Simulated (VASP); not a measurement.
Set up this calculation in VASP 6.6.1, as the native input.

- Task: single point
- Functional: LDA
- Potentials or basis: VASP PAW LDA potentials, release 64 (Mg, S)
- Cutoff: 520 eV
- k mesh: 8 × 8 × 8
- Occupations: gaussian, width 0.05 eV
- Spin: no spin polarisation
- Dipole correction: no
- Further INCAR settings: ALGO = Normal; EDIFF = 1e-06; NBANDS = 11

The structure of MgS lies in POSCAR:

```
MgS
1.0
    0.0000000000      2.7967737500      2.6016500000
    2.4065262500      0.0000000000      2.6016500000
    2.4065262500      2.7967737500      0.0000000000
Mg S
1 1
Direct
    0.0000000000      0.0000000000      0.0000000000
    0.5000000000      0.5000000000      0.5000000000
```

This cell differs from its parent crystal: strain -0.0750 x Voigt [1, -1, 0, 0, 0, 0].

The input as run:

INCAR

```
SYSTEM = MgS
ALGO = Normal ; EDIFF = 1E-6
ENCUT = 520 ; ISIF = 2
ISMEAR = 0 ; LASPH = .True.
LCHARG = .False. ; LREAL = .False.
LWAVE = .False. ; NBANDS = 11
NELM = 100 ; PREC = Accurate
SIGMA = 0.05
```

KPOINTS

```
k-points
0
Gamma
  8 8 8
  0 0 0
```

Potentials or basis: VASP PAW LDA potentials, release 64 (Mg, S).

Command:

```bash
$ cat potpaw_LDA.64/Mg/POTCAR potpaw_LDA.64/S/POTCAR > POTCAR
$ mpirun -np 1 vasp_std > vasp.out
```

Results of the run:

```
Pressure               : -0.7 GPa
Band gap on the k mesh : 2.16 eV, indirect (least direct gap 3.30 eV)
```

Caveat: the cell differs from its parent crystal (strain -0.0750 x Voigt [1, -1, 0, 0, 0, 0]).

Run time: 31 s on 1 thread of Intel(R) Xeon(R) Platinum 8375C CPU @ 2.90GHz (Ice Lake), with other jobs on the host, peak memory 0.16 GiB.
